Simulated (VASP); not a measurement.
The system is Si2W.

```
Si W
1.0
    -1.61460    1.61460    3.96111
     1.61460   -1.61460    3.96111
     1.61460    1.61460   -3.96111
Si W
2 1
Direct
  0.33300 0.33300 0.00000
  0.66700 0.66700 0.00000
  0.00000 0.00000 0.00000
```

```yaml
Program: VASP 6.6.1
Task: relaxation of cell and atoms
Functional: PBEsol
Potentials_or_basis: VASP PAW PBE potentials, release 64 (Si, W_sv)
Cutoff: 600 eV
k_mesh: 10 × 10 × 10
Occupations: gaussian, width 0.05 eV
Spin: no spin polarisation
```

At the start: pressure -6.7 GPa; volume 13.77 Å³/atom.

Question: Where does the relaxation end?

Answer: Over 8 steps the energy falls by 10.1 meV/atom and the volume is 13.39 Å³/atom (-2.8 %); space group I4/mmm (No. 139, to 0.05 Å).

Step by step:
```csv
step,energy change (eV),largest force (eV/Å),pressure (GPa),volume (Å³)
1,0.0000,0.2939,-6.67,41.31
2,0.0705,0.1720,15.06,37.97
3,-0.0287,0.1580,0.13,40.10
4,-0.0287,0.1550,0.25,40.08
5,-0.0301,0.0341,0.07,40.14
6,-0.0302,0.0042,0.03,40.15
7,-0.0302,0.0005,-0.08,40.17
8,-0.0302,0.0015,-0.03,40.16
```

Final structure:
```
Si W
1.0
    -1.60280    1.60280    3.90824
     1.60280   -1.60280    3.90824
     1.60280    1.60280   -3.90824
Si W
2 1
Direct
  0.33469 0.33469 0.00000
  0.66531 0.66531 0.00000
  0.00000 0.00000 0.00000
```

Caveat: the PAW data sets were made with another functional, which shifts forces and pressure a little.
